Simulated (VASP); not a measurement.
# Si2Ni (Fm-3m) in VASP: a series of runs

The runs below take Si2Ni through single point, with PBE.

Everything below comes from runs of VASP 6.6.1. Logs are shortened: lines on timing, memory, paths and dates and some standing lists are left out, and cuts for length are marked.

## Step 1: The cell of the first run

It takes space group Fm-3m (No. 225, cubic). The conventional cell has a = 4.933 Å, b = 4.933 Å, c = 4.933 Å, α = 90.00°, β = 90.00°, γ = 90.00°. Si (site symmetry -43m) has 4 Ni at 2.14 Å and 6 Si at 2.47 Å within 2.8 Å. Ni (site symmetry m-3m) has 8 Si at 2.14 Å within 2.8 Å.

## Step 2: Single point, PBE

Contents of INCAR:

```
PREC = Accurate ; ENCUT = 520
EDIFF = 1E-6 ; ISMEAR = -1
SIGMA = 0.22 ; LREAL = False
LASPH = True ; NELM = 100
ALGO = Normal ; ISIF = 2
LWAVE = False ; LCHARG = False
GGA = PE ; NBANDS = 16
```

Contents of KPOINTS:

```
regular mesh
0
Gamma
  2 2 2
```

Contents of POSCAR:

```
Si2Ni
1.0
    0.0000000000      2.4663143460      2.4663143460
    2.4663143460      0.0000000000      2.4663143460
    2.4663143460      2.4663143460      0.0000000000
Si Ni
2 1
Direct
    0.2500000000      0.2500000000      0.2500000000
    0.7500000000      0.7500000000      0.7500000000
    0.0000000000      0.0000000000      0.0000000000
```

Potentials or basis: VASP PAW PBE potentials, release 64 (Si, Ni).

On the command line:

```
$ cat potpaw_PBE.64/Si/POTCAR potpaw_PBE.64/Ni/POTCAR > POTCAR
$ mpirun -np 1 vasp_std > vasp.out
```

OUTCAR:

```text
PREC = Accurate
   ENCUT = 520
   EDIFF = 1E-6
   ISMEAR = -1
   LREAL = False
   LASPH = True
   NELM = 100
   ISIF = 2
   GGA = PE

 ion  position               nearest neighbor table
   1  0.250  0.250  0.250-   3 2.14   3 2.14   3 2.14   3 2.14   2 2.47   2 2.47   2 2.47   2 2.47
                             2 2.47   2 2.47
   2  0.750  0.750  0.750-   3 2.14   3 2.14   3 2.14   3 2.14   1 2.47   1 2.47   1 2.47   1 2.47
                             1 2.47   1 2.47
   3  0.000  0.000  0.000-   2 2.14   2 2.14   2 2.14   1 2.14   2 2.14   1 2.14   1 2.14   1 2.14

  LATTYP: Found a face centered cubic cell.
 ALAT       =     4.9326286920

  Lattice vectors:

 A1 = (   0.0000000000,   2.4663143460,   2.4663143460)
 A2 = (   2.4663143460,   0.0000000000,   2.4663143460)
 A3 = (   2.4663143460,   2.4663143460,   0.0000000000)

Analysis of symmetry for initial positions (statically):
=====================================================================
 Subroutine PRICEL returns:
 Original cell was already a primitive cell.

 Routine SETGRP: Setting up the symmetry group for a
 face centered cubic supercell.

 Subroutine GETGRP returns: Found 48 space group operations
 (whereof 48 operations were pure point group operations)
 out of a pool of 48 trial point group operations.

The static configuration has the point symmetry O_h .

Analysis of symmetry for dynamics (positions and initial velocities):
=====================================================================
 Subroutine PRICEL returns:
 Original cell was already a primitive cell.

 Routine SETGRP: Setting up the symmetry group for a
 face centered cubic supercell.

 Subroutine GETGRP returns: Found 48 space group operations
 (whereof 48 operations were pure point group operations)
 out of a pool of 48 trial point group operations.

The dynamic configuration has the point symmetry O_h .

 Subroutine INISYM returns: Found 48 space group operations
 (whereof 48 operations are pure point group operations),
 and found     1 'primitive' translations

----------------------------------------------------------------------------------------

                                     Primitive cell

  volume of cell :      30.0037

  direct lattice vectors                    reciprocal lattice vectors
     0.000000000  2.466314346  2.466314346    -0.202731659  0.202731659  0.202731659
     2.466314346  0.000000000  2.466314346     0.202731659 -0.202731659  0.202731659
     2.466314346  2.466314346  0.000000000     0.202731659  0.202731659 -0.202731659

  length of vectors
     3.487895197  3.487895197  3.487895197     0.351141534  0.351141534  0.351141534

  position of ions in fractional coordinates (direct lattice)
     0.250000000  0.250000000  0.250000000
     0.750000000  0.750000000  0.750000000
     0.000000000  0.000000000  0.000000000

  ion indices of the primitive-cell ions
   primitive index   ion index
                 1           1
                 2           2
                 3           3

----------------------------------------------------------------------------------------

 KPOINTS: regular mesh

Automatic generation of k-mesh.
 Grid dimensions read from file:
 generate k-points for:    2    2    2

 Generating k-lattice:

  Cartesian coordinates                     Fractional coordinates (reciprocal lattice)
    -0.101365830  0.101365830  0.101365830     0.500000000  0.000000000  0.000000000
     0.101365830 -0.101365830  0.101365830     0.000000000  0.500000000  0.000000000
     0.101365830  0.101365830 -0.101365830     0.000000000  0.000000000  0.500000000

  Length of vectors
     0.175570767  0.175570767  0.175570767

  Shift w.r.t. Gamma in fractional coordinates (k-lattice)
     0.000000000  0.000000000  0.000000000

 Subroutine IBZKPT returns following result:
 ===========================================

 Found      3 irreducible k-points:

 Following reciprocal coordinates:
            Coordinates               Weight
  0.000000  0.000000  0.000000      1.000000
  0.500000  0.000000  0.000000      4.000000
  0.500000  0.500000  0.000000      3.000000
   k-points           NKPTS =      3   k-points in BZ     NKDIM =      3   number of bands    NBANDS=     16
   number of dos      NEDOS =    301   number of ions     NIONS =      3
   total plane-waves  NPLWV =  21952
   dimension x,y,z NGX =    28 NGY =   28 NGZ =   28
   dimension x,y,z NGXF=    56 NGYF=   56 NGZF=   56
   ions per type =               2   1
   NGX,Y,Z   is equivalent  to a cutoff of  13.35, 13.35, 13.35 a.u.
   NGXF,Y,Z  is equivalent  to a cutoff of  26.69, 26.69, 26.69 a.u.
 SYSTEM =  unknown system
   PREC   = accura    normal or accurate (medium, high low for compatibility)
   ISTART =      0    job   : 0-new  1-cont  2-samecut
   ICHARG =      2    charge: 1-file 2-atom 10-const
   ISPIN  =      1    spin polarized calculation?
   LNONCOLLINEAR =      F non collinear calculations
   LSORBIT =      F    spin-orbit coupling
   LASPH  =      T    aspherical Exc in radial PAW
   ENCUT  =  520.0 eV  38.22 Ry    6.18 a.u.   6.49  6.49  6.49*2*pi/ulx,y,z
   NELM   =    100;   NELMIN=  2; NELMDL= -5     # of ELM steps
   EDIFF  = 0.1E-05   stopping-criterion for ELM
   LREAL  =      F    real-space projection
   EDIFFG = 0.1E-04   stopping-criterion for IOM
   NSW    =      0    number of steps for IOM
   IBRION =     -1    ionic relax: 0-MD 1-quasi-New 2-CG
   NFREE  =      0    steps in history (QN), initial steepest desc. (CG)
   ISIF   =      2    stress and relaxation
   ISYM   =      2    0-nonsym 1-usesym 2-fastsym
   POTIM  = 0.5000    time-step for ionic-motion
   TEBEG  =    0.0;   TEEND  =   0.0 temperature during run
   PSTRESS=    0.0 pullay stress
   NELECT =      18.0000    total number of electrons
   NUPDOWN=      -1.0000    fix difference up-down
   EMIN   =  10.00;   EMAX   =-10.00  energy-range for DOS
   EFERMI =   0.00;   METHOD = LEGACY
   ISMEAR =    -1;   SIGMA  =   0.22  broadening in eV -4-tet -1-fermi 0-gaus
   EFERMI_NEDOS =   21; number of points for ismear=-14 and -15
   IALGO  =     38    algorithm
   IMIX   =      4    mixing-type and parameters
     AMIX     =   0.40;   BMIX     =  1.00
     AMIX_MAG =   1.60;   BMIX_MAG =  1.00
  volume/ion in A,a.u.               =      10.00        67.49
  Fermi-wavevector in a.u.,A,eV,Ry     =   1.380725  2.609192 25.938173  1.906402
  Thomas-Fermi vector in A             =   2.505576
   LORBIT       =      0    0 simple, 1 ext, 2 COOP (PROOUT), +10 PAW based schemes
   GGA     = PE    functional components
   LHFCALC =     F    Hartree Fock is set to
   AEXX    =    0.0000 exact exchange contribution
   IVDW    =     0    specifies the selected vdW correction
   LEPSILON=     F    determine dielectric tensor
   LRPA    =     F    only Hartree local field effects (RPA)
 non-spin polarized calculation
  energy-cutoff  :      520.00
  volume of cell :       30.00
 maximum number of plane-waves:       869
 NGX is ok and might be reduce to    28
   NGX = 13   NGY = 13   NGZ = 13

 number of electron      18.0000009 magnetization

 Free energy of the ion-electron system (eV)
  ---------------------------------------------------
  ext. energy  EPLUGINS =         0.00000000
  ---------------------------------------------------
  free energy    TOTEN  =       -13.80631755 eV

  energy without entropy =      -13.65186589  energy(sigma->0) =      -13.72909172

 E-fermi :  15.3116     XC(G=0): -12.8878

 val. band max:       14.9598120863   @ k =   0.5000   0.5000   0.0000
 cond. band min:      15.6709869826   @ k =   0.5000   0.5000   0.0000
 fundamental gap:      0.7111748963
 Fermi energy:        15.3116458734

 k-point     1 :       0.0000    0.0000    0.0000
  band No.  band energies     occupation
      1      -1.6493      2.00000
      2       7.6147      2.00000
      3       7.6147      2.00000
      4       7.6147      2.00000
      5       9.4399      2.00000
      6       9.4399      2.00000
      7      16.6802      0.00397
      8      16.6802      0.00397
      9      16.6802      0.00397
     10      17.1008      0.00059
     11      17.1008      0.00059
     12      17.1008      0.00059
     13      17.4309      0.00013
     14      20.6219      0.00000
     15      20.6219      0.00000
     16      20.6219      0.00000

 k-point     2 :       0.5000    0.0000    0.0000
  band No.  band energies     occupation
      1       2.2728      2.00000
      2       2.9783      2.00000
      3       8.0058      2.00000
      4       8.0058      2.00000
      5       9.5415      2.00000
      6       9.7494      2.00000
      7       9.7494      2.00000
      8      12.8948      1.99997
      9      12.8948      1.99997
     10      16.8673      0.00170
     11      16.8673      0.00170
     12      17.2480      0.00030
     13      19.4888      0.00000
     14      25.0157      0.00000
     15      25.0157      0.00000
     16      27.1067      0.00000

 k-point     3 :       0.5000    0.5000    0.0000
  band No.  band energies     occupation
      1       3.5776      2.00000
      2       4.5592      2.00000
      3       5.9838      2.00000
      4       9.1390      2.00000
      5       9.1390      2.00000
      6       9.4852      2.00000
      7       9.4852      2.00000
      8       9.8057      2.00000
      9      10.0610      2.00000
     10      14.9598      1.66383
     11      15.6710      0.32674
     12      22.5890      0.00000
     13      25.8878      0.00000
     14      25.8878      0.00000
     15      27.0563      0.00000
     16      27.0563      0.00000

------------------------ aborting loop because EDIFF is reached ----------------------------------------

  FORCE on cell =-STRESS in cart. coord.  units (eV):
  Direction    XX          YY          ZZ          XY          YZ          ZX
  --------------------------------------------------------------------------------------
  -------------------------------------------------------------------------------------
  Total       17.5444115     17.5444115     17.5444115      0.0000000     -0.0000000      0.0000000
  in kB      936.8587218    936.8587218    936.8587218      0.0000000     -0.0000000      0.0000000
  external PRESSURE =     936.8587218 kB  Pullay stress =       0.0000000 kB

 VOLUME and BASIS-vectors are now :
 -----------------------------------------------------------------------------
  energy-cutoff  :      520.00
  volume of cell :       30.00
      direct lattice vectors                 reciprocal lattice vectors
     0.000000000  2.466314346  2.466314346    -0.202731659  0.202731659  0.202731659
     2.466314346  0.000000000  2.466314346     0.202731659 -0.202731659  0.202731659
     2.466314346  2.466314346  0.000000000     0.202731659  0.202731659 -0.202731659

 POSITION                                       TOTAL-FORCE (eV/Angst)
 -----------------------------------------------------------------------------------
      1.23316      1.23316      1.23316        -0.000000     -0.000000     -0.000000
      3.69947      3.69947      3.69947         0.000000      0.000000      0.000000
      0.00000      0.00000      0.00000         0.000000     -0.000000      0.000000
 -----------------------------------------------------------------------------------
    total drift:                               -0.000000     -0.000000      0.000000

  FREE ENERGIE OF THE ION-ELECTRON SYSTEM (eV)
  ---------------------------------------------------
  free  energy   TOTEN  =       -13.8063175505 eV

  energy  without entropy=      -13.6518658860  energy(sigma->0) =      -13.72909172
```

Wall time 4.4 s (1 thread of Intel Xeon 6975P-C, shared host); peak memory 0.15 GiB.

What came out:

```
Free energy            : -13.8063 eV
Pressure               : 93.7 GPa
Band gap on the k mesh : zero (band 9 reaches 16.68 eV, above the bottom of band 10 at 14.96 eV)
```

Caveat: the k points lie up to 1.10 Å⁻¹ apart.

(Part 1 of 2 ends here.)
